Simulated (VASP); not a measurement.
# MoS2 (P6_3/mmc) in VASP: a series of runs, part 2 of 2

VASP 6.6.1.

**4. Electric field gradients, LDA (16.67 Å³/atom)**

Input file INCAR:

```
ALGO = Normal ; EDIFF = 1E-8
ENCUT = 520 ; GGA = CA
ISIF = 2 ; ISMEAR = -1
LASPH = T ; LCHARG = F
LEFG = T ; LREAL = F
LWAVE = F ; NBANDS = 35
NELM = 60 ; PREC = Accurate
SIGMA = 0.03
```

Input file KPOINTS:

```
k-points
0
Gamma
  10 10 3
```

Input file POSCAR:

```
MoS2
1.0
    3.0964732586      0.0000000000      0.0000000000
   -1.5482366293      2.6816245041      0.0000000000
    0.0000000000      0.0000000000     12.0440112067
Mo S
2 4
Direct
    0.3333333333      0.6666666667      0.2500000000
    0.6666666667      0.3333333333      0.7500000000
    0.3333333333      0.6666666667      0.6275000000
    0.6666666667      0.3333333333      0.1275000000
    0.3333333333      0.6666666667      0.8725000000
    0.6666666667      0.3333333333      0.3725000000
```

Potentials or basis: VASP PAW LDA potentials, release 64 (Mo_sv, S).

Launch:

```bash
$ cat potpaw_LDA.64/Mo_sv/POTCAR potpaw_LDA.64/S/POTCAR > POTCAR
$ mpirun -np 1 vasp_std > vasp.out
```

OUTCAR:

```text
EDIFF = 1E-8
   ENCUT = 520
   GGA = CA
   ISIF = 2
   ISMEAR = -1
   LASPH = T
   LREAL = F
   NELM = 60
   PREC = Accurate

 ion  position               nearest neighbor table
   1  0.333  0.667  0.250-   4 2.32   6 2.32   4 2.32   6 2.32   4 2.32   6 2.32
   2  0.667  0.333  0.750-   3 2.32   5 2.32   3 2.32   5 2.32   3 2.32   5 2.32
   3  0.333  0.667  0.627-   2 2.32   2 2.32   2 2.32
   4  0.667  0.333  0.127-   1 2.32   1 2.32   1 2.32
   5  0.333  0.667  0.873-   2 2.32   2 2.32   2 2.32
   6  0.667  0.333  0.373-   1 2.32   1 2.32   1 2.32

  LATTYP: Found a hexagonal cell.
 ALAT       =     3.0964732586
 C/A-ratio  =     3.8895899305

  Lattice vectors:

 A1 = (   3.0964732586,   0.0000000000,   0.0000000000)
 A2 = (  -1.5482366293,   2.6816245041,   0.0000000000)
 A3 = (   0.0000000000,   0.0000000000,  12.0440112067)

Analysis of symmetry for initial positions (statically):
=====================================================================
 Subroutine PRICEL returns:
 Original cell was already a primitive cell.

 Routine SETGRP: Setting up the symmetry group for a
 hexagonal supercell.

 Subroutine GETGRP returns: Found 24 space group operations
 (whereof 12 operations were pure point group operations)
 out of a pool of 24 trial point group operations.

The static configuration has the point symmetry D_3d.
 The point group associated with its full space group is D_6h.
[... 1095 lines left out ...]
  --------------------------------------------------------------------------------------
  -------------------------------------------------------------------------------------
  Total        6.1671623      6.1671623     11.3758833      0.0000000      0.0000000      0.0000000
  in kB       98.8005837     98.8005837    182.2465271      0.0000000      0.0000000      0.0000000
  external PRESSURE =     126.6158982 kB  Pullay stress =       0.0000000 kB

 VOLUME and BASIS-vectors are now :
 -----------------------------------------------------------------------------
  energy-cutoff  :      520.00
  volume of cell :      100.01
      direct lattice vectors                 reciprocal lattice vectors
     3.096473259  0.000000000  0.000000000     0.322948050  0.186454143  0.000000000
    -1.548236629  2.681624504  0.000000000     0.000000000  0.372908287  0.000000000
     0.000000000  0.000000000 12.044011207     0.000000000  0.000000000  0.083028817

 POSITION                                       TOTAL-FORCE (eV/Angst)
 -----------------------------------------------------------------------------------
     -0.00000      1.78775      3.01100         0.000000      0.000000     -0.000000
      1.54824      0.89387      9.03301        -0.000000     -0.000000     -0.000000
     -0.00000      1.78775      7.55762        -0.000000     -0.000000     -1.997436
      1.54824      0.89387      1.53561         0.000000      0.000000     -1.997436
     -0.00000      1.78775     10.50840         0.000000     -0.000000      1.997436
      1.54824      0.89387      4.48639         0.000000      0.000000      1.997436
 -----------------------------------------------------------------------------------
    total drift:                               -0.000000      0.000000     -0.000000

  FREE ENERGIE OF THE ION-ELECTRON SYSTEM (eV)
  ---------------------------------------------------
  free  energy   TOTEN  =       -48.6031984378 eV

  energy  without entropy=      -48.6031984096  energy(sigma->0) =      -48.60319842

 Electric field gradients (V/A^2)
---------------------------------------------------------------------
 ion       V_xx      V_yy      V_zz      V_xy      V_xz      V_yz
---------------------------------------------------------------------
   1      52.240    52.239  -104.479    -0.000     0.000    -0.000
   2      52.240    52.239  -104.479    -0.000    -0.000     0.000
   3      33.635    33.635   -67.270    -0.000    -0.000     0.000
   4      33.635    33.635   -67.270    -0.000     0.000    -0.000
   5      33.635    33.635   -67.270    -0.000     0.000    -0.000
   6      33.635    33.635   -67.270    -0.000    -0.000     0.000
---------------------------------------------------------------------

 Electric field gradients after diagonalization (V/A^2)
 (convention: |V_zz| > |V_xx| > |V_yy|)
----------------------------------------------------------------------
 ion       V_xx      V_yy      V_zz     asymmetry (V_yy - V_xx)/ V_zz
----------------------------------------------------------------------
   1      52.240    52.239  -104.479       0.000
   2      52.240    52.239  -104.479       0.000
   3      33.635    33.635   -67.270       0.000
   4      33.635    33.635   -67.270       0.000
   5      33.635    33.635   -67.270       0.000
   6      33.635    33.635   -67.270       0.000
----------------------------------------------------------------------

           NMR quadrupolar parameters

 Cq : quadrupolar parameter    Cq=e*Q*V_zz/h
 eta: asymmetry parameters     (V_yy - V_xx)/ V_zz
 Q  : nuclear electric quadrupole moment in mb (millibarn)
----------------------------------------------------------------------
 ion       Cq(MHz)       eta       Q (mb)
----------------------------------------------------------------------
   1      -0.253       0.000       1.000
   2      -0.253       0.000       1.000
   3      -0.163       0.000       1.000
   4      -0.163       0.000       1.000
   5      -0.163       0.000       1.000
   6      -0.163       0.000       1.000
----------------------------------------------------------------------
```

OSZICAR:

```text
N       E                     dE             d eps       ncg     rms          rms(c)
DAV:   1     0.473416841963E+03    0.47342E+03   -0.29169E+04  2120   0.143E+03
DAV:   2    -0.255405527410E+02   -0.49896E+03   -0.48190E+03  2271   0.390E+02
DAV:   3    -0.508237719357E+02   -0.25283E+02   -0.24856E+02  2399   0.802E+01
DAV:   4    -0.512987391341E+02   -0.47497E+00   -0.47362E+00  2322   0.110E+01
DAV:   5    -0.513072624549E+02   -0.85233E-02   -0.85212E-02  2358   0.150E+00    0.441E+01
DAV:   6    -0.490909826009E+02    0.22163E+01   -0.95271E+00  2194   0.213E+01    0.136E+01
DAV:   7    -0.488159324108E+02    0.27505E+00   -0.31909E+00  2161   0.122E+01    0.103E+01
DAV:   8    -0.486056386722E+02    0.21029E+00   -0.56669E-01  2228   0.549E+00    0.241E+00
DAV:   9    -0.486074824824E+02   -0.18438E-02   -0.46543E-02  2259   0.104E+00    0.106E+00
DAV:  10    -0.486034419609E+02    0.40405E-02   -0.23115E-02  2208   0.987E-01    0.238E-01
DAV:  11    -0.486032249084E+02    0.21705E-03   -0.16996E-03  2201   0.283E-01    0.670E-02
DAV:  12    -0.486032008416E+02    0.24067E-04   -0.13510E-04  2159   0.526E-02    0.442E-02
DAV:  13    -0.486031995124E+02    0.13292E-05   -0.58822E-05  2300   0.375E-02    0.249E-02
DAV:  14    -0.486031985931E+02    0.91929E-06   -0.33922E-06  2153   0.108E-02    0.176E-02
DAV:  15    -0.486031984826E+02    0.11045E-06   -0.22846E-06  2254   0.661E-03    0.391E-03
DAV:  16    -0.486031984417E+02    0.40935E-07   -0.37269E-07  2125   0.335E-03    0.466E-03
DAV:  17    -0.486031984378E+02    0.38972E-08   -0.18214E-08  1581   0.636E-04
   1 F= -.48603198E+02 E0= -.48603198E+02  d E =-.282329E-07
```

It took 71 s on 1 thread of Intel Xeon Platinum 8488C (Sapphire Rapids), shared host; peak memory 0.22 GiB.

Results:

- Free energy: -48.6032 eV
- Pressure: 12.7 GPa
- Largest force: 1.997 eV/Å
- Band gap on the k mesh: 0.82 eV (least direct gap 2.02 eV)
- Largest electric field gradient by atom: Mo -104.5; S -67.3 V/Å²

Forces in eV/Å, atoms in the order of the input:
```
Mo   0.000  0.000  0.000
Mo   0.000  0.000  0.000
S    0.000  0.000 -1.997
S    0.000  0.000 -1.997
S    0.000  0.000  1.997
S    0.000  0.000  1.997
```

Stress tensor (GPa, compression positive):
```
 9.88  0.00  0.00
 0.00  9.88  0.00
 0.00  0.00 18.22
```

Levels at points of the mesh, in eV from the valence-band top:
| k point | band 22 | band 23 | band 24 | band 25 | band 26 | band 27 | band 28 | band 29 | band 30 | band 31 |
| --- | --- | --- | --- | --- | --- | --- | --- | --- | --- | --- |
| (0.00, 0.00, 0.00) | -2.79 | -2.79 | -1.42 | -1.37 | 0.00 | 2.03 | 2.03 | 2.04 | 2.04 | 2.47 |
| (0.50, 0.00, 0.00) | -2.70 | -2.13 | -1.96 | -1.76 | -1.62 | 1.44 | 1.49 | 1.96 | 2.22 | 2.90 |

Electric field gradients, principal values (V/Å²):
```
atom   least  middle  greatest (by size)
1 Mo  52.239  52.240            -104.479
2 Mo  52.239  52.240            -104.479
 3 S  33.635  33.635             -67.270
 4 S  33.635  33.635             -67.270
 5 S  33.635  33.635             -67.270
 6 S  33.635  33.635             -67.270
```

Caveat: the stress differs along the axes, from 10 to 18 GPa; without QUAD_EFG the Cq values of the log hold for a quadrupole moment of 1 mb, not for the nuclei; forces of over 1 eV/Å act on the atoms, so gaps and moduli don't describe the material at rest.

**5. The runs side by side**

```csv
cell,gap on the mesh (eV),pressure (GPa),largest force (eV/Å)
"a = 3.066, b = 3.066, c = 12.295 Å, angles 90.0, 90.0, 120.0°, 6 atoms",0.96,12.1,1.54
"a = 3.256, b = 3.256, c = 12.295 Å, angles 90.0, 90.0, 120.0°, 6 atoms",0.49,-7.0,0.13
"a = 3.096, b = 3.096, c = 12.044 Å, angles 90.0, 90.0, 120.0°, 6 atoms",0.82,12.7,2.00
```

Alike in all rows: task electric field gradients; level LDA; potentials or basis VASP PAW LDA potentials, release 64 (Mo_sv, S); no spin polarisation; k mesh 10 × 10 × 3; cutoff (eV) 520; smearing fermi-dirac 0.03 eV.

Caveats: forces of over 1 eV/Å act on the atoms, so gaps and moduli don't describe the material at rest (at least some runs); the cell stands under pressure (at least some runs); the stress differs along the axes, from -10 to -0 GPa (at least some runs); the stress differs along the axes, from 10 to 18 GPa (at least some runs).

Absolute energies hang on the potentials; compare differences alone.
